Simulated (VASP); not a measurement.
Here is a VASP 6.6.1 calculation.

File INCAR:

```
SYSTEM = Ga7N8
ALGO = Normal
EDIFF = 1E-6
ENCUT = 520
GGA = PE
ISIF = 2
ISMEAR = 0
LASPH = .True.
LCHARG = .False.
LREAL = Auto
LWAVE = .False.
NBANDS = 78
NELECT = 134.0
NELM = 60
PREC = Accurate
SIGMA = 0.05
```

File KPOINTS:

```
k-points
0
Gamma
  4 4 4
  0 0 0
```

POSCAR

```
Ga7N8
1.0
    0.0000000000      4.5484769843     -4.5484769843
    4.5484769843      4.5484769843      0.0000000000
    4.5484769843      0.0000000000     -4.5484769843
Ga N
7 8
Direct
    0.0088535328      0.4911464672      0.5088535328
    0.4911464672      0.0088535328      0.5088535328
    0.4911464672      0.4911464672      0.5088535328
    0.0088535328      0.0088535328      0.9911464672
    0.0088535328      0.4911464672      0.9911464672
    0.4911464672      0.0088535328      0.9911464672
    0.5000000000      0.5000000000      1.0000000000
    0.1268773392      0.1268773392      0.1193679824
    0.1242781165      0.6252406278      0.1252406278
    0.6252406278      0.1242781165      0.1252406278
    0.6252406278      0.6252406278      0.1252406278
    0.1268773392      0.1268773392      0.6268773392
    0.1268773392      0.6193679824      0.6268773392
    0.6193679824      0.1268773392      0.6268773392
    0.6252406278      0.6252406278      0.6242781165
```

Potentials or basis: VASP PAW PBE potentials, release 64 (Ga_d, N).

Run with:

```console
$ cat potpaw_PBE.64/Ga_d/POTCAR potpaw_PBE.64/N/POTCAR > POTCAR
$ mpirun -np 1 vasp_std > vasp.out
```

Problem. What does it give for the largest force?

Solution. 0.017 eV/Å.

Forces in eV/Å, atoms in the order of the input:
```
Ga   0.000  0.000 -0.017
Ga   0.017  0.000  0.000
Ga   0.000 -0.017  0.000
Ga   0.000  0.017  0.000
Ga  -0.017  0.000  0.000
Ga   0.000  0.000  0.017
Ga   0.000  0.000  0.000
N    0.004 -0.004 -0.004
N    0.003 -0.003  0.003
N   -0.003 -0.003 -0.003
N    0.003  0.003 -0.003
N   -0.004 -0.004  0.004
N    0.004  0.004  0.004
N   -0.004  0.004 -0.004
N   -0.003  0.003  0.003
```

Caveat: the cell carries a net charge on a neutralising background, which shifts energy and pressure.
